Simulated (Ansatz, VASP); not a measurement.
**Two plane-wave programs on In2S**

INCAR

```
PREC = Accurate
ENCUT = 600
EDIFF = 1E-7
ISMEAR = 0
SIGMA = 0.2
LREAL = False
LASPH = True
NELM = 100
ALGO = Normal
ISIF = 3
LWAVE = False
LCHARG = False
GGA = PE
IBRION = 2
NSW = 80
EDIFFG = -0.025
```

KPOINTS

```
regular mesh
0
Gamma
  6 6 2
```

Contents of POSCAR:

```
In2S
1.0
    3.8704298237     -0.0510435825     -0.0364598224
   -0.0510435825      3.9712738795     -0.0204258447
   -0.1004642309     -0.0562829617     10.9504692209
In S
4 2
Direct
    0.4964821397      0.0055911334      0.3301316382
    0.5036612477     -0.0095192676      0.8356799791
    1.0213679215      0.4978240317      0.1736738626
    1.0065248708      0.5101479565      0.6679762169
   -0.0083145413     -0.0046787509      0.4972132489
   -0.0197216383      0.0006348970     -0.0046749458
```

Input for Ansatz:

```yaml
crystal:
  lattice:
    - [3.8704298237, -0.0510435825, -0.0364598224]
    - [-0.0510435825, 3.9712738795, -0.0204258447]
    - [-0.1004642309, -0.0562829617, 10.9504692209]
  atoms:
    - { symbol: In, position: [0.4964821397, 0.0055911334, 0.3301316382] }
    - { symbol: In, position: [0.5036612477, -0.0095192676, 0.8356799791] }
    - { symbol: In, position: [1.0213679215, 0.4978240317, 0.1736738626] }
    - { symbol: In, position: [1.0065248708, 0.5101479565, 0.6679762169] }
    - { symbol: S, position: [-0.0083145413, -0.0046787509, 0.4972132489] }
    - { symbol: S, position: [-0.0197216383, 0.000634897, -0.0046749458] }
basis:
  ecutwfc: 420
kpoints:
  mp_grid: { grid: [6, 6, 2] }
hamiltonian:
  xc: pbe
scf:
  occupations: { method: gaussian, width: 0.2 }
  lower_state_search: "off"
output:
  forces: true
  stress: true
  eigenvalues: true
relax:
  adjacent_minimum: "off"
  f_tol: 0.025
  max_steps: 60
  cell: { stress_tol: 0.25 }
```

Change from the starting cell: cell x2, atoms moved at random (sigma 0.05 Å) and cell strained at random (1.5 %), then relaxed without symmetry.

Alike in both runs: task relaxation of cell and atoms; functional PBE; k mesh 6 × 6 × 2; occupations gaussian, width 0.2 eV; no spin polarisation.

```csv
,VASP,Ansatz
version,VASP 6.6.1,Ansatz 0.2.0
potentials or method,"VASP PAW PBE potentials, release 64 (In_d, S), cutoff 600 eV","scalar-relativistic, plane waves, PAW"
valence electrons in the cell,64,64
```

|  | VASP | Ansatz | Ansatz less VASP |
| --- | --- | --- | --- |
| gap on the k mesh at the Fermi level, each at its own relaxed structure (eV) | none | none | - |
| relaxed volume (Å³/atom) | 28.37 | 28.36 | -0.016 |
| relaxed length of the cell vector where the two differ most in proportion (Å) | 3.953 | 3.951 | -0.0017 |

A gap of «none» marks a metal or a gap that the smearing closes.
